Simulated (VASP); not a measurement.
Write the native input for VASP 6.6.1 that does the following.

```
Task                   : single point
Functional             : PBEsol
Potentials or basis    : VASP PAW PBE potentials, release 64 (Al, Ni)
Cutoff                 : 520 eV
k mesh                 : 20 × 20 × 20
Occupations            : gaussian, width 0.15 eV
Spin                   : no spin polarisation
Dipole correction      : no
Further INCAR settings : ALGO = Fast; EDIFF = 1e-07; NBANDS = 14
```

The structure of AlNi lies in POSCAR:

```
AlNi
1.0
    2.0213280872     -1.7181473201      0.0000000000
    2.0213280872      1.7181473201      0.0000000000
    0.0000000000      0.0000000000      2.8694088111
Al Ni
1 1
Direct
    0.0000000000      0.0000000000      0.0000000000
    0.5000000000      0.5000000000      0.5000000000
```

This cell differs from its parent crystal: strain -0.1500 x Voigt [0, 1, 0, 0, 0, 0].

One way to write it, as run:

INCAR

```
PREC = Accurate
ENCUT = 520
EDIFF = 1E-7
ISMEAR = 0
SIGMA = 0.15
LREAL = F
LASPH = T
NELM = 100
ALGO = Fast
ISIF = 2
LWAVE = F
LCHARG = F
GGA = PS
NBANDS = 14
```

KPOINTS

```
regular mesh
0
Gamma
  20 20 20
```

Potentials or basis: VASP PAW PBE potentials, release 64 (Al, Ni).

Run with:

```console
$ cat potpaw_PBE.64/Al/POTCAR potpaw_PBE.64/Ni/POTCAR > POTCAR
$ mpirun -np 1 vasp_std > vasp.out
```

Results of the run:

```json
{
  "Pressure": "44.6 GPa",
  "Band gap on the k mesh": "zero (an odd number of electrons rules out a gap without spin polarisation)"
}
```

Caveat: the cell differs from its parent crystal (strain -0.1500 x Voigt [0, 1, 0, 0, 0, 0]); the cell stands under pressure; the PAW data sets were made with another functional, which shifts forces and pressure a little.

Run time: 2.4 min on 1 thread of Intel(R) Xeon(R) 6975P-C (Granite Rapids) (shared host), peak memory 0.44 GiB.
